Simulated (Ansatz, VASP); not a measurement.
One calculation of Ag, two programs

```
CELL_PARAMETERS angstrom
0.00000 1.94161 1.94161
1.94161 0.00000 1.94161
1.94161 1.94161 0.00000
ATOMIC_POSITIONS crystal
Ag 0.00000 0.00000 0.00000
```

Alike in both runs: task single point; functional PBEsol; k mesh 22 × 22 × 22; occupations fermi-dirac, width 0.1 eV; no spin polarisation.

|  | VASP | Ansatz |
| --- | --- | --- |
| version | VASP 6.6.1 | Ansatz 0.2.0 |
| potentials or method | VASP PAW PBE potentials, release 64 (Ag), cutoff 520 eV | plane waves (420 eV) with PAW, scalar-relativistic |
| valence electrons in the cell | 11 | 19 |

```tsv
	VASP	Ansatz	Ansatz less VASP
pressure (GPa)	21.7	22.2	+0.48
```

VASP's potentials were made for PBE, not for PBEsol, and Ansatz warns of the same on its side. With one functional, cell and mesh, what is left measures potentials, basis and numerics. VASP's potentials hold 11 valence electrons a cell and Ansatz's 19, so a difference there can come from the potentials and not from the codes.
